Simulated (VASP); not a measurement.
Set up this calculation in VASP 6.6.1, as the native input.

```yaml
Task: single point
Functional: r2SCAN
Potentials_or_basis: VASP PAW PBE potentials, release 64 (Li_sv, H)
Cutoff: 830 eV
k_mesh: 10 × 10 × 10
Occupations: gaussian, width 0.01 eV
Spin: no spin polarisation
Dipole_correction: no
Further_INCAR_settings: ALGO = Normal; EDIFF = 1e-06; NBANDS = 9
```

The system is LiH.

```
Li H
1.0
     0.00000    2.01234    2.01234
     2.01234    0.00000    2.01234
     2.01234    2.01234    0.00000
Li H
1 1
Direct
  0.00000 0.00000 0.00000
  0.50000 0.50000 0.50000
```

The input as run:

POSCAR

```
LiH
1.0
    0.0000000000      2.0123389126      2.0123389126
    2.0123389126      0.0000000000      2.0123389126
    2.0123389126      2.0123389126      0.0000000000
Li H
1 1
Direct
    0.0000000000      0.0000000000      0.0000000000
    0.5000000000      0.5000000000      0.5000000000
```

INCAR.step1

```
  PREC = Accurate
  ENCUT = 830
  ISMEAR = 0
  SIGMA = 0.01
  LREAL = F
  LASPH = T
  NELM = 120
  NBANDS = 9
  GGA = PE
  ALGO = Normal
  EDIFF = 1E-5
  LWAVE = T
  LCHARG = F
  GGA_COMPAT = F
```

INCAR.step2

```
  PREC = Accurate
  ENCUT = 830
  EDIFF = 1E-6
  ISMEAR = 0
  SIGMA = 0.01
  LREAL = F
  LASPH = T
  NELM = 120
  ALGO = Normal
  ISIF = 2
  LWAVE = F
  LCHARG = F
  METAGGA = R2SCAN
  LMIXTAU = T
  NBANDS = 9
  ISTART = 1
  GGA_COMPAT = F
```

KPOINTS

```
Automatic mesh
0
Gamma
  10 10 10
```

Potentials or basis: VASP PAW PBE potentials, release 64 (Li_sv, H).

Launch:

```console
$ cat potpaw_PBE.64/Li_sv/POTCAR potpaw_PBE.64/H/POTCAR > POTCAR
$ cp INCAR.step1 INCAR
$ mpirun -np 1 vasp_std > vasp.out
$ cp INCAR.step2 INCAR
$ mpirun -np 1 vasp_std > vasp.out
```

Results of the run:

* Pressure: -0.4 GPa
* Band gap on the k mesh: 3.58 eV

Caveat: the PAW data sets were made with another functional, which shifts forces and pressure a little.

Run time: 22 s on 1 thread of Intel(R) Xeon(R) 6975P-C (Granite Rapids), on a shared host, peak memory 0.16 GiB.
